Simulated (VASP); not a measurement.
Set up this calculation in VASP 6.6.1, as the native input.

```
Task                   : single point
Functional             : PBE
Potentials or basis    : VASP PAW PBE potentials, release 64 (Se)
Cutoff                 : 520 eV
k mesh                 : 11 × 11 × 11
Occupations            : fermi-dirac, width 0.1 eV
Spin                   : no spin polarisation
Dipole correction      : no
Further INCAR settings : ALGO = Normal; EDIFF = 1e-06; NBANDS = 13
```

The structure of Se lies in POSCAR:

```
Se
1.0
    0.0000000000      3.1656978221      3.1656978221
    3.1656978221      0.0000000000      3.1656978221
    3.1656978221      3.1656978221      0.0000000000
Se
2
Direct
   -0.1250000000     -0.1250000000     -0.1250000000
    0.1250000000      0.1250000000      0.1250000000
```

The input as run:

INCAR

```
PREC = Accurate
ENCUT = 520
EDIFF = 1E-6
ISMEAR = -1
SIGMA = 0.1
LREAL = False
LASPH = True
NELM = 60
ALGO = Normal
ISIF = 2
LWAVE = False
LCHARG = False
GGA = PE
NBANDS = 13
```

KPOINTS

```
Automatic mesh
0
Gamma
  11 11 11
```

Potentials or basis: VASP PAW PBE potentials, release 64 (Se).

Run with:

```console
$ cat potpaw_PBE.64/Se/POTCAR > POTCAR
$ mpirun -np 1 vasp_std > vasp.out
```

It gave:

```yaml
Pressure: 0.0 GPa
Band_gap_on_the_k_mesh: zero (band 6 reaches 2.30 eV, above the bottom of band 7 at 1.27 eV)
```

Run time: 16 s on 1 thread of Intel(R) Xeon(R) 6975P-C (Granite Rapids), with other jobs on the host, peak memory 0.21 GiB.
